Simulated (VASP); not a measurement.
The system is Mo.

```xyz
3
Lattice="4.4494 0.0000 0.0000 -2.2247 3.8533 0.0000 0.0000 0.0000 2.7275" Properties=species:S:1:pos:R:3 pbc="T T T"
Mo    0.0000    0.0000    0.0000
Mo    0.0000    2.5689    1.3638
Mo    2.2247    1.2844    1.3638
```

| Quantity | Value |
| --- | --- |
| Program | VASP 6.6.1 |
| Task | relaxation of cell and atoms |
| Functional | LDA |
| Potentials or basis | VASP PAW LDA potentials, release 64 (Mo_sv) |
| Cutoff | 600 eV |
| k mesh | 8 × 8 × 11 |
| Occupations | fermi-dirac, width 0.1 eV |
| Spin | no spin polarisation |

At the start: pressure -3.5 GPa; volume 15.59 Å³/atom.

**Question.** How do energy, volume and symmetry change on relaxing?

**Answer.** Over 7 steps the energy falls by 109.1 meV/atom and the volume is 15.41 Å³/atom (-1.2 %); space group P6/mmm (No. 191, to 0.05 Å).

Step by step:
```tsv
step	energy change (eV)	largest force (eV/Å)	pressure (GPa)	volume (Å³)
1	0.0000	0.0000	-3.45	46.76
2	-0.2593	0.0000	11.51	44.38
3	-0.2652	0.0000	9.78	44.61
4	-0.2580	0.0000	-0.69	46.59
5	-0.3149	0.0000	4.21	45.57
6	-0.3229	0.0000	-2.32	46.62
7	-0.3273	0.0000	0.04	46.22
```

Final structure:
```xyz
3
Lattice="4.5985 0.0000 0.0000 -2.2993 3.9824 0.0000 0.0000 0.0000 2.5238" Properties=species:S:1:pos:R:3 pbc="T T T"
Mo    0.0000    0.0000    0.0000
Mo    0.0000    2.6550    1.2619
Mo    2.2993    1.3275    1.2619
```
